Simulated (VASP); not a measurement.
A run of VASP 6.6.1 is set up as follows.

File INCAR:

```
  PREC = Accurate
  ENCUT = 520
  EDIFF = 1E-7
  ISMEAR = 0
  SIGMA = 0.1
  LREAL = False
  LASPH = True
  NELM = 80
  ALGO = Normal
  ISIF = 2
  LWAVE = False
  LCHARG = True
  LDIPOL = True
  IDIPOL = 3
  DIPOL = 0.5 0.5 0.291
  GGA = PE
  LELF = True
  LVHAR = True
  LVACPOTAV = True
  NBANDS = 74
```

File KPOINTS:

```
Automatic mesh
0
Gamma
  5 5 1
```

File POSCAR:

```
HPt6
1.0
    5.6143281343      0.0000000000      0.0000000000
    0.0000000000      5.6143281343      0.0000000000
    0.0000000000      0.0000000000     21.8513792319
Pt H
12 2
Direct
    0.2500000000      0.2500000000      0.1830548066
    0.2500000000      0.7500000000      0.1830548066
    0.7500000000      0.2500000000      0.1830548066
    0.7500000000      0.7500000000      0.1830548066
    0.0000000000      0.0000000000      0.2712126041
    0.0000000000      0.5000000000      0.2712126041
    0.5000000000      0.0000000000      0.2712126041
    0.5000000000      0.5000000000      0.2712126041
    0.2500000000      0.2500000000      0.3593081768
    0.2500000000      0.7500000000      0.3593081768
    0.7500000000      0.2500000000      0.3593081768
    0.7500000000      0.7500000000      0.3593081768
   -0.1331414877      0.0000000000      0.4091906116
    0.1331414877      0.0000000000      0.4091906116
```

Potentials or basis: VASP PAW PBE potentials, release 64 (Pt, H).

Launch:

```bash
$ cat potpaw_PBE.64/Pt/POTCAR potpaw_PBE.64/H/POTCAR > POTCAR
$ mpirun -np 1 vasp_std > vasp.out
```

(1) What does it give for the band gap on the k mesh?

(2) Estimate the largest force.

## Answers

(1) zero (bands 61 and 62 overlap by 0.32 eV).

(2) 1.307 eV/Å.

Caveat: spin-orbit coupling is left out, which moves the levels of the heavy elements.
